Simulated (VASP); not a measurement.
Set up this calculation in VASP 6.6.1, as the native input.

```yaml
Task: single point
Functional: PBEsol
Potentials_or_basis: VASP PAW PBE potentials, release 64 (Al, Cu)
Cutoff: 520 eV
k_mesh: 10 × 10 × 14
Occupations: gaussian, width 0.15 eV
Spin: no spin polarisation
Dipole_correction: no
Further_INCAR_settings: ALGO = Normal; EDIFF = 1e-06; NBANDS = 16
```

The structure of Al2Cu lies in POSCAR:

```
Al2Cu
1.0
    3.9412606183      0.0000000000      0.0000000000
    0.0000000000      3.9412606183      0.0000000000
    0.0000000000      0.0000000000      3.0451069876
Al Cu
2 1
Direct
    0.5000000000      0.0000000000      0.5000000000
    0.0000000000      0.5000000000      0.5000000000
    0.0000000000      0.0000000000      0.0000000000
```

This cell differs from its parent crystal: mode 4 frozen in at +0.000 Å, strain +e along z and -e/2 along x and y +0.0700.

These files were run (other wordings do the same):

INCAR

```
PREC = Accurate
ENCUT = 520
EDIFF = 1E-6
ISMEAR = 0
SIGMA = 0.15
LREAL = F
LASPH = T
NELM = 100
ALGO = Normal
ISIF = 2
LWAVE = F
LCHARG = F
GGA = PS
NBANDS = 16
```

KPOINTS

```
regular mesh
0
Gamma
  10 10 14
```

Potentials or basis: VASP PAW PBE potentials, release 64 (Al, Cu).

The run is started by

```sh
$ cat potpaw_PBE.64/Al/POTCAR potpaw_PBE.64/Cu/POTCAR > POTCAR
$ mpirun -np 1 vasp_std > vasp.out
```

Results of the run:

* Pressure: 1.2 GPa

Caveat: the cell differs from its parent crystal (mode 4 frozen in at +0.000 Å, strain +e along z and -e/2 along x and y +0.0700); the PAW data sets were made with another functional, which shifts forces and pressure a little.

Run time: 44 s on 1 thread of Intel(R) Xeon(R) 6975P-C (Granite Rapids), on a shared host, peak memory 0.24 GiB.
